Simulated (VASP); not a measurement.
# Si12O23 (a cell with a defect) in VASP: further runs

Si12O23 (a cell with a defect) is run at these levels: PBE; tasks: single point.

All numbers are computed with VASP 6.6.1; they aren't measurements. Logs are shortened: lines on timing, memory, paths and dates and some standing lists are left out, and cuts for length are marked.

## 1. The cell of the first run

The cell holds a defect, 35 atoms: a = 7.278 Å, b = 7.278 Å, c = 9.783 Å, α = 70.36°, β = 70.36°, γ = 71.19°.

## 2. Single point, PBE, collinear spin

The input, INCAR:

```
SYSTEM = Si12O23
ALGO = Normal ; EDIFF = 1E-6
ENCUT = 520 ; GGA = PE
ISIF = 2 ; ISMEAR = 0
ISPIN = 2 ; LASPH = .True.
LCHARG = .False. ; LORBIT = 11
LREAL = Auto ; LWAVE = .False.
MAGMOM = 0 0 0 0 0 0 0 0 0 0 0 0 0 0 0 0 0 0 0 0 0 0 0 0 0 0 0 0 0.06 0 0 0 0 0 0 ; NBANDS = 120
NELECT = 185.0 ; NELM = 150
PREC = Accurate ; SIGMA = 0.02
```

The input, KPOINTS:

```
k-points
0
Gamma
  2 2 1
  0 0 0
```

The input, POSCAR:

```
Si12O23
1.0
   -2.4457500000      4.2361630000      5.3885000000
    4.8915000000      0.0000000000      5.3885000000
    4.8915000000      8.4723270000      0.0000000000
Si O
12 23
Direct
    0.0923753038      0.5801883039      0.9484642361
    0.4214242271      0.9244907770      0.0244554161
    0.0179065950     -0.0347250046      0.2664181570
    0.0932616810      0.5564363797      0.4591908832
    0.3985989369      0.9380528214      0.5320511037
   -0.0000198500      0.0086393174      0.7665728776
    0.6063099738      0.0716198768      0.2007006012
    0.9129805227      0.4253754205      0.2744565560
    0.5003782344      0.4946736353      0.5191658959
    0.6014890471      0.0694197401      0.6986059855
    0.8943180608      0.4356203265      0.7868325810
    0.4978808649      0.5017477887      0.0172347576
    0.3097542619      0.4594603619      0.9893450119
    0.9140474671      0.5447121134      0.1005839292
    0.9905873082      0.1854496223      0.2834654159
    0.5702808718      0.9972061840      0.0718970445
    0.5835789177      0.3159350473      0.1441680168
    0.3171522681      0.4529468318      0.4827841627
    0.9166730667      0.5020996901      0.6086976426
    0.9129929988      0.1948108427      0.8458318286
    0.1755175727      0.0517389922      0.6122546914
    0.5727736498      0.9879504849      0.5745195455
    0.5736714008      0.3097603520      0.6536815019
    0.8311606557      0.9566489388      0.2156264723
    0.4328846266      0.0204905242      0.3509236791
    0.4255676852      0.6967901138      0.5776572266
    0.6856007686      0.5005759040      0.3687263713
    0.0736024910      0.4822744691      0.3264586991
    0.0541265652      0.8003739452      0.4186145137
    0.8185264855      0.9584697101      0.7332894950
    0.4199083971      0.0171009747      0.8526318194
    0.2162657313      0.8838806916      0.1380900561
    0.6697297820      0.5551340948      0.8656758028
    0.0665371206      0.4909237684      0.8267135949
    0.0938957273      0.8146480233      0.8858120554
```

Potentials or basis: VASP PAW PBE potentials, release 64 (Si, O).

The run is started by

```bash
$ cat potpaw_PBE.64/Si/POTCAR potpaw_PBE.64/O/POTCAR > POTCAR
$ mpirun -np 1 vasp_std > vasp.out
```

OUTCAR:

```text
SYSTEM = Si12O23
   EDIFF = 1E-6
   ENCUT = 520
   GGA = PE
   ISIF = 2
   ISMEAR = 0
   ISPIN = 2
   LASPH = .True.
   LORBIT = 11
   LREAL = Auto
   NELECT = 185.0
   NELM = 150
   PREC = Accurate

 ion  position               nearest neighbor table
   1  0.092  0.580  0.948-  35 1.61  14 1.62  34 1.62  13 1.65   8 2.98   6 3.01  11 3.05  12 3.08

   2  0.421  0.924  0.024-  32 1.58  31 1.59  16 1.59  12 2.97  10 2.97   3 3.09   7 3.11
   3  0.018  0.965  0.266-  29 1.61  15 1.61  24 1.62  32 1.66   4 2.93   7 3.07   2 3.09
   4  0.093  0.556  0.459-  18 1.62  19 1.62  28 1.63  29 1.63   3 2.93  11 2.99   8 3.08   9 3.08

   5  0.399  0.938  0.532-  26 1.62  25 1.63  21 1.63  22 1.63   7 3.05   6 3.05  10 3.05   9 3.11

   6  1.000  0.009  0.767-  35 1.62  21 1.63  20 1.63  30 1.63  11 3.01   1 3.01   5 3.05  10 3.05

   7  0.606  0.072  0.201-  25 1.61  24 1.61  17 1.64  16 1.65  12 3.04   5 3.05   3 3.07   2 3.11

   8  0.913  0.425  0.274-  27 1.62  28 1.63  14 1.63  15 1.63   1 2.98   4 3.08
   9  0.500  0.495  0.519-  26 1.62  23 1.63  27 1.63  18 1.63  10 2.99   4 3.08   5 3.11
  10  0.601  0.069  0.699-  22 1.61  23 1.62  30 1.62  31 1.66   2 2.97   9 2.99   6 3.05   5 3.05

  11  0.894  0.436  0.787-  19 1.61  20 1.63  34 1.63  33 1.65   4 2.99   6 3.01  12 3.02   1 3.05

  12  0.498  0.502  0.017-  33 1.61  17 1.61  13 1.62   2 2.97  11 3.02   7 3.04   1 3.08
  13  0.310  0.459  0.989-  12 1.62   1 1.65
  14  0.914  0.545  0.101-   1 1.62   8 1.63
  15  0.991  0.185  0.283-   3 1.61   8 1.63
  16  0.570  0.997  0.072-   2 1.59   7 1.65
  17  0.584  0.316  0.144-  12 1.61   7 1.64
  18  0.317  0.453  0.483-   4 1.62   9 1.63
[... 15 lines left out ...]
  34  0.067  0.491  0.827-   1 1.62  11 1.63
  35  0.094  0.815  0.886-   1 1.61   6 1.62

  LATTYP: Found a base centered monoclinic cell.
 ALAT       =    11.8351383188
 B/A-ratio  =     0.7158620513
 C/A-ratio  =     0.8266063436
 COS(beta)  =    -0.4133031352

  Lattice vectors:

 A1 = (   2.4457500000,  -4.2361630000,  -5.3885000000)
 A2 = (  -4.8915000000,   0.0000000000,  -5.3885000000)
 A3 = (   4.8915000000,   8.4723270000,   0.0000000000)

Analysis of symmetry for initial positions (statically):
=====================================================================
 Subroutine PRICEL returns:
 Original cell was already a primitive cell.

 Routine SETGRP: Setting up the symmetry group for a
 base centered monoclinic supercell.

 Subroutine GETGRP returns: Found  1 space group operations
 (whereof  1 operations were pure point group operations)
 out of a pool of  4 trial point group operations.

The static configuration has the point symmetry C_1 .

Analysis of symmetry for dynamics (positions and initial velocities):
=====================================================================
 Subroutine PRICEL returns:
 Original cell was already a primitive cell.

 Routine SETGRP: Setting up the symmetry group for a
 base centered monoclinic supercell.

 Subroutine GETGRP returns: Found  1 space group operations
 (whereof  1 operations were pure point group operations)
 out of a pool of  4 trial point group operations.

The dynamic configuration has the point symmetry C_1 .

Analysis of structural, dynamic, and magnetic symmetry:
=====================================================================
 Subroutine PRICEL returns:
 Original cell was already a primitive cell.

 Routine SETGRP: Setting up the symmetry group for a
 base centered monoclinic supercell.

 Subroutine GETGRP returns: Found  1 space group operations
 (whereof  1 operations were pure point group operations)
 out of a pool of  4 trial point group operations.

The overall configuration has the point symmetry C_1 .

 Subroutine INISYM returns: Found  1 space group operations
 (whereof  1 operations are pure point group operations),
 and found     1 'primitive' translations

----------------------------------------------------------------------------------------

                                     Primitive cell

  volume of cell :     446.6246

  direct lattice vectors                    reciprocal lattice vectors
    -2.445750000  4.236163000  5.388500000    -0.102218137  0.059015665  0.092790204
     4.891500000  0.000000000  5.388500000     0.102218137 -0.059015665  0.092790199
     4.891500000  8.472327000  0.000000000     0.051109062  0.088523498 -0.046395097

  length of vectors
     7.277547820  7.277547973  9.783000411     0.150137997  0.150137994  0.112254403

  position of ions in fractional coordinates (direct lattice)
[... 124 lines left out ...]
  0.500000  0.500000  0.000000      1.000000
   k-points           NKPTS =      4   k-points in BZ     NKDIM =      4   number of bands    NBANDS=    120
   number of dos      NEDOS =    301   number of ions     NIONS =     35
   total plane-waves  NPLWV = 233280
   dimension x,y,z NGX =    54 NGY =   54 NGZ =   80
   dimension x,y,z NGXF=   108 NGYF=  108 NGZF=  160
   ions per type =              12  23
   NGX,Y,Z   is equivalent  to a cutoff of  12.34, 12.34, 13.59 a.u.
   NGXF,Y,Z  is equivalent  to a cutoff of  24.67, 24.67, 27.19 a.u.
 SYSTEM =  Si12O23
   PREC   = accura    normal or accurate (medium, high low for compatibility)
   ISTART =      0    job   : 0-new  1-cont  2-samecut
   ICHARG =      2    charge: 1-file 2-atom 10-const
   ISPIN  =      2    spin polarized calculation?
   LNONCOLLINEAR =      F non collinear calculations
   LSORBIT =      F    spin-orbit coupling
   LASPH  =      T    aspherical Exc in radial PAW
   ENCUT  =  520.0 eV  38.22 Ry    6.18 a.u.  13.53 13.53 18.19*2*pi/ulx,y,z
   NELM   =    150;   NELMIN=  2; NELMDL= -5     # of ELM steps
   EDIFF  = 0.1E-05   stopping-criterion for ELM
   LREAL  =      T    real-space projection
   EDIFFG = 0.1E-04   stopping-criterion for IOM
   NSW    =      0    number of steps for IOM
   IBRION =     -1    ionic relax: 0-MD 1-quasi-New 2-CG
   NFREE  =      0    steps in history (QN), initial steepest desc. (CG)
   ISIF   =      2    stress and relaxation
   ISYM   =      2    0-nonsym 1-usesym 2-fastsym
   POTIM  = 0.5000    time-step for ionic-motion
   TEBEG  =    0.0;   TEEND  =   0.0 temperature during run
   PSTRESS=    0.0 pullay stress
   NELECT =     185.0000    total number of electrons
   NUPDOWN=      -1.0000    fix difference up-down
   EMIN   =  10.00;   EMAX   =-10.00  energy-range for DOS
   EFERMI =   0.00;   METHOD = LEGACY
   ISMEAR =     0;   SIGMA  =   0.02  broadening in eV -4-tet -1-fermi 0-gaus
   EFERMI_NEDOS =   21; number of points for ismear=-14 and -15
   IALGO  =     38    algorithm
   IMIX   =      4    mixing-type and parameters
     AMIX     =   0.40;   BMIX     =  1.00
     AMIX_MAG =   1.60;   BMIX_MAG =  1.00
  volume/ion in A,a.u.               =      12.76        86.11
  Fermi-wavevector in a.u.,A,eV,Ry     =   1.220350  2.306128 20.262544  1.489255
  Thomas-Fermi vector in A             =   2.355571
   LORBIT       =     11    0 simple, 1 ext, 2 COOP (PROOUT), +10 PAW based schemes
   GGA     = PE    functional components
   LHFCALC =     F    Hartree Fock is set to
   AEXX    =    0.0000 exact exchange contribution
   IVDW    =     0    specifies the selected vdW correction
   LEPSILON=     F    determine dielectric tensor
   LRPA    =     F    only Hartree local field effects (RPA)
 spin polarized calculation
 Gauss-broadening in eV      SIGMA  =   0.02
  energy-cutoff  :      520.00
  volume of cell :      446.62
 maximum number of plane-waves:     12027
   NGX = 27   NGY = 27   NGZ = 37

 number of electron     184.9999983 magnetization       0.0000001

 number of electron     184.9999983 magnetization      -0.0000216

 Free energy of the ion-electron system (eV)
  ---------------------------------------------------
  ext. energy  EPLUGINS =         0.00000000
  ---------------------------------------------------
  free energy    TOTEN  =      -275.42093816 eV

  energy without entropy =     -275.42093816  energy(sigma->0) =     -275.42093816

 E-fermi :   2.6409     XC(G=0):  -9.1852

 val. band max:        2.5525138239   @ k =   0.5000   0.0000  -0.0000
 cond. band min:       2.7295123724   @ k =   0.0000   0.5000   0.0000
 fundamental gap:      0.1769985485
 Fermi energy:         2.6408882779

 spin component 1

 k-point     1 :       0.0000    0.0000    0.0000
  band No.  band energies     occupation
      1     -18.2978      1.00000
      2     -17.8719      1.00000
      3     -17.7120      1.00000
      4     -17.6211      1.00000
      5     -17.4358      1.00000
      6     -17.2433      1.00000
[... 417 lines left out ...]
    103      10.2615      0.00000
    104      10.3452      0.00000
 Fermi energy:         2.6408882779

 spin component 2

 k-point     1 :       0.0000    0.0000    0.0000
  band No.  band energies     occupation
      1     -18.2978      1.00000
      2     -17.8719      1.00000
      3     -17.7120      1.00000
      4     -17.6211      1.00000
      5     -17.4358      1.00000
      6     -17.2433      1.00000
[... 417 lines left out ...]
    103      10.2615      0.00000
    104      10.3452      0.00000
 [bands above 104 left out]

------------------------ aborting loop because EDIFF is reached ----------------------------------------

  FORCE on cell =-STRESS in cart. coord.  units (eV):
  Direction    XX          YY          ZZ          XY          YZ          ZX
  --------------------------------------------------------------------------------------
  -------------------------------------------------------------------------------------
  Total       -5.5523395      2.9614105      2.8623248      1.1690450     -4.9591691     -3.9153057
  in kB      -19.9179189     10.6234740     10.2680234      4.1937174    -17.7900373    -14.0453842
  external PRESSURE =       0.3245262 kB  Pullay stress =       0.0000000 kB

 VOLUME and BASIS-vectors are now :
 -----------------------------------------------------------------------------
  energy-cutoff  :      520.00
  volume of cell :      446.62
      direct lattice vectors                 reciprocal lattice vectors
    -2.445750000  4.236163000  5.388500000    -0.102218137  0.059015665  0.092790204
     4.891500000  0.000000000  5.388500000     0.102218137 -0.059015665  0.092790199
     4.891500000  8.472327000  0.000000000     0.051109062  0.088523498 -0.046395097

 POSITION                                       TOTAL-FORCE (eV/Angst)
 -----------------------------------------------------------------------------------
      7.25148      8.42702      3.62411        -0.019305      0.076492     -0.004532
      3.61107      1.99242      7.25246        -0.681675      0.313287     -0.469699
      5.98103      2.33304      5.29787         0.261068      0.038726     -0.078047
      4.73985      4.28549      3.50090        -0.019184     -0.063168      0.022811
      6.21614      6.19624      7.20255        -0.031267     -0.070131      0.015119
      1.34625     10.73074      5.43495        -0.049371      0.044721      0.001034
[... 27 lines left out ...]
      6.28249      7.28605      3.00388        -0.050705      0.034030     -0.007384
      8.08815      7.90265      4.89569        -0.014577     -0.020488      0.027491
 -----------------------------------------------------------------------------------
    total drift:                                0.000058     -0.001084     -0.007151

  FREE ENERGIE OF THE ION-ELECTRON SYSTEM (eV)
  ---------------------------------------------------
  free  energy   TOTEN  =      -275.4209381576 eV

  energy  without entropy=     -275.4209381576  energy(sigma->0) =     -275.42093816

 total charge

# of ion       s       p       d       tot
------------------------------------------
    1        0.645   0.987   0.000   1.633
    2        0.668   0.963   0.000   1.631
    3        0.640   0.983   0.000   1.623
    4        0.645   0.989   0.000   1.634
    5        0.638   0.975   0.000   1.613
    6        0.642   0.978   0.000   1.620
[... 27 lines left out ...]
   34        1.550   3.681   0.000   5.231
   35        1.553   3.691   0.000   5.244
--------------------------------------------------
tot         43.452  96.230   0.000 139.682

 magnetization (x)

# of ion       s       p       d       tot
------------------------------------------
    1       -0.000  -0.000   0.000  -0.000
    2        0.000  -0.000   0.000  -0.000
    3        0.000   0.000   0.000   0.000
    4        0.000   0.000   0.000   0.000
    5       -0.000  -0.000   0.000  -0.000
    6        0.000   0.000   0.000   0.000
[... 27 lines left out ...]
   34        0.000   0.000   0.000   0.000
   35       -0.000   0.000   0.000   0.000
--------------------------------------------------
tot         -0.000   0.000   0.000   0.000
```

It took 11 min on 1 thread of Intel Xeon Platinum 8488C (Sapphire Rapids), shared host; peak memory 0.82 GiB.

What came out:

```yaml
Free_energy: -275.4209 eV
Largest_force: 0.885 eV/Å
Net_moment: 0.00 μB per cell
Valence_electrons_inside_the_program's_atomic_spheres: Si 1.63, 1.62, 1.61, 1.59 (each value once); O 5.20, 5.23, 5.24, 5.22, 5.21 (each value once)
```

Forces on the atoms (eV/Å):
```
Si  -0.019  0.076 -0.005
Si  -0.682  0.313 -0.470
Si   0.261  0.039 -0.078
Si  -0.019 -0.063  0.023
Si  -0.031 -0.070  0.015
Si  -0.049  0.045  0.001
Si  -0.022 -0.046 -0.039
Si  -0.033  0.016  0.006
Si  -0.017 -0.020  0.016
Si  -0.060 -0.028 -0.037
Si  -0.095  0.011  0.054
Si   0.009  0.026  0.134
O    0.121  0.043  0.157
O   -0.029 -0.046  0.037
O    0.103 -0.027  0.030
O   -0.024 -0.006 -0.025
O    0.003 -0.074  0.033
O   -0.008  0.018  0.050
O   -0.056  0.059 -0.073
O   -0.054  0.039  0.004
O   -0.006  0.023 -0.019
O   -0.023 -0.023  0.044
O    0.011  0.017 -0.063
O    0.198 -0.008 -0.164
O    0.073 -0.028 -0.086
O   -0.027  0.022  0.026
O    0.044  0.051 -0.079
O    0.033 -0.027  0.052
O    0.096  0.083 -0.085
O   -0.002  0.008  0.002
O   -0.116 -0.087  0.035
O    0.650 -0.280  0.410
O   -0.162 -0.071  0.073
O   -0.051  0.034 -0.007
O   -0.015 -0.020  0.027
```

Caveat: the k points lie up to 0.71 Å⁻¹ apart; the cell carries a net charge on a neutralising background, which shifts energy and pressure; the cell is charged against a uniform background, so pressure and absolute levels hang on convention.

(Continued in part 2 of 2.)
